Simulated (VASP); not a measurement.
A run of VASP 6.6.1:

INCAR

```
SYSTEM = Mg3CdS4
PREC     = Accurate       ! precision mode
ENCUT    = 600            ! plane-wave cutoff, eV
EDIFF    = 1E-6           ! SCF threshold, eV
ISMEAR   = 0              ! smearing method
SIGMA    = 0.02           ! smearing width, eV
LREAL    = .FALSE.        ! projectors in reciprocal space
LASPH    = .TRUE.         ! aspherical terms in the spheres
NELM     = 100            ! most SCF steps
ALGO     = Normal         ! electronic algorithm
ISIF     = 4              ! what is computed and relaxed
LWAVE    = .FALSE.        ! write WAVECAR
LCHARG   = .FALSE.        ! write CHGCAR
GGA      = PE             ! functional
IBRION   = 2              ! ionic algorithm
NSW      = 50             ! ionic steps
EDIFFG   = -0.01          ! ionic threshold
```

The input KPOINTS:

```
regular mesh
0
G
  8 8 4
  0 0 0
```

Contents of POSCAR:

```
Mg3CdS4
1.0
    3.6367825819      0.0000000000      0.0000000000
    0.0000000000      3.6367825819      0.0000000000
    0.0000000000      0.0000000000     10.2997757278
Mg Cd S
3 1 4
Direct
    0.0000000000      0.0000000000      0.7461049125
    0.0000000000      0.0000000000      0.2538950875
    0.5000000000      0.5000000000      0.5000000000
    0.5000000000      0.5000000000      0.0000000000
    0.0000000000      0.0000000000      0.0000000000
    0.5000000000      0.5000000000      0.2568510630
    0.0000000000      0.0000000000      0.5000000000
    0.5000000000      0.5000000000      0.7431489370
```

Potentials or basis: VASP PAW PBE potentials, release 64 (Mg, Cd, S).

The run is started by

```console
$ cat potpaw_PBE.64/Mg/POTCAR potpaw_PBE.64/Cd/POTCAR potpaw_PBE.64/S/POTCAR > POTCAR
$ mpirun -np 1 vasp_std > vasp.out
```

Hardware: 1 thread of Oxide Virtual Turin-like Processor, with other jobs on the host.

How long does it take, and how much memory?

Wall time 4.1 min on 1 thread of Oxide Virtual Turin-like Processor, on a shared host, peak memory 0.36 GiB. Counts: scf iterations 24, k points 45, ion steps 3.
